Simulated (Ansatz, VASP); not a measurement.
## One calculation of Au, two programs

File INCAR:

```
SYSTEM = Au
PREC = Accurate ; ENCUT = 600
EDIFF = 1E-6 ; ISMEAR = -1
SIGMA = 0.1 ; LREAL = .False.
LASPH = .True. ; NELM = 100
ALGO = Normal ; ISIF = 3
LWAVE = .False. ; LCHARG = .False.
GGA = B5 ; ALDAX = 1.0
AGGAX = 1.0 ; AGGAC = 1.0
ALDAC = 0.0 ; IBRION = 2
NSW = 80 ; EDIFFG = -0.01
```

File KPOINTS:

```
Automatic mesh
0
Gamma
  8 8 11
  0 0 0
```

Contents of POSCAR:

```
Au
1.0
    4.5761069469      0.0000000000      0.0000000000
   -2.2880534735      3.9630248665      0.0000000000
    0.0000000000      0.0000000000      2.8051535585
Au
3
Direct
    0.0000000000      0.0000000000      0.0000000000
    0.3333333333      0.6666666667      0.5000000000
    0.6666666667      0.3333333333      0.5000000000
```

Input for Ansatz:

```yaml
crystal:
  lattice:
    - [4.5761069469, 0.0, 0.0]
    - [-2.2880534735, 3.9630248665, 0.0]
    - [0.0, 0.0, 2.8051535585]
  atoms:
    - { symbol: Au, position: [0.0, 0.0, 0.0] }
    - { symbol: Au, position: [0.3333333333, 0.6666666667, 0.5] }
    - { symbol: Au, position: [0.6666666667, 0.3333333333, 0.5] }
hamiltonian:
  xc: blyp
  pseudopotentials:
    kind: paw
    azcp:
      Au: "pseudopotentials/Au.paw.azcp"
basis:
  ecutwfc: 420
  fft_grid_basis: typed
kpoints:
  mp_grid: { grid: [8, 8, 11], shift: [0, 0, 0] }
magnetization:
  spin_polarized: false
scf:
  occupations: { method: fermi_dirac, width: 0.1 }
relax:
  max_steps: 60
  f_tol: 0.01
  cell: {}
```

Alike in both runs: task relaxation of cell and atoms; functional BLYP; k mesh 8 × 8 × 11; occupations fermi-dirac, width 0.1 eV; no spin polarisation.

|  | VASP | Ansatz |
| --- | --- | --- |
| version | VASP 6.6.1 | Ansatz 0.2.0 |
| potentials or method | VASP PAW PBE potentials, release 64 (Au), cutoff 600 eV | plane waves (420 eV) with PAW, scalar-relativistic |
| valence electrons in the cell | 33 | 57 |

```tsv
	VASP	Ansatz	Ansatz less VASP
relaxed volume (Å³/atom)	19.96	19.87	-0.086
relaxed cell length with the largest relative difference (Å)	2.904	2.900	-0.0044
```

VASP's potentials were made for PBE, not for BLYP. VASP's potentials hold 33 valence electrons a cell and Ansatz's 57, so a difference there can come from the potentials and not from the codes.

Spin-orbit coupling is off throughout. Noted on VASP's run: the volume moved by over 15 % at a fixed basis, so the end points are rough.
